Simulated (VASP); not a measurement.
Input of a VASP 6.6.1 run:

File INCAR:

```
SYSTEM = HfB2
  PREC = Accurate
  ENCUT = 520
  EDIFF = 1E-6
  ISMEAR = -1
  SIGMA = 0.1
  LREAL = .FALSE.
  LASPH = .TRUE.
  NELM = 100
  ALGO = Normal
  ISIF = 2
  LWAVE = .FALSE.
  LCHARG = .FALSE.
  GGA = PE
  NBANDS = 15
```

KPOINTS

```
Automatic mesh
0
G
  11 11 8
  0 0 0
```

POSCAR

```
HfB2
1.0
    3.0975623654      0.0000000000      0.0000000000
   -1.5487811827      2.6825679272      0.0000000000
    0.0000000000      0.0000000000      3.4329672075
Hf B
1 2
Direct
    0.0000000000      0.0000000000      0.0000000000
    0.3333333333      0.6666666667      0.5000000000
    0.6666666667      0.3333333333      0.5000000000
```

Potentials or basis: VASP PAW PBE potentials, release 64 (Hf_pv, B).

The run is started by

```bash
$ cat potpaw_PBE.64/Hf_pv/POTCAR potpaw_PBE.64/B/POTCAR > POTCAR
$ mpirun -np 1 vasp_std > vasp.out
```

**Question.** Predict the pressure.

**Answer.** 12.4 GPa.

**Question.** What does it give for the band gap on the k mesh?

**Answer.** Zero (band 8 reaches 8.61 eV, above the bottom of band 9 at 7.46 eV).

Stress tensor (GPa, compression positive):
```
12.63  0.00  0.00
 0.00 12.63  0.00
 0.00  0.00 11.82
```

Caveat: spin-orbit coupling is left out, which moves the levels of the heavy elements.
